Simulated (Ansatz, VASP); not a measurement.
Pd: VASP beside Ansatz

```
Pd
1.0
     0.00000    1.94490    1.92545
     1.94490    0.00000    1.92545
     1.94490    1.94490    0.00000
Pd
1
Direct
  0.00000 0.00000 0.00000
```

Change from the starting cell: zz strain of -1 %.

Alike in both runs: task single point; functional PBEsol; k mesh 18 × 18 × 18; occupations fermi-dirac, width 0.05 eV; no spin polarisation.

|  | VASP | Ansatz |
| --- | --- | --- |
| version | VASP 6.6.1 | Ansatz 0.2.0 |
| potentials or method | VASP PAW PBE potentials, release 64 (Pd), cutoff 520 eV | all-electron LAPW, scalar-relativistic |

```csv
,VASP,Ansatz,Ansatz less VASP
pressure (GPa),-0.6,-0.3,+0.29
"traceless stress, the component that is largest in VASP (GPa)",0.41,0.42,+0.005
```

VASP's potentials were made for PBE, not for PBEsol. Ansatz ran all-electron here, and VASP with PAW potentials.
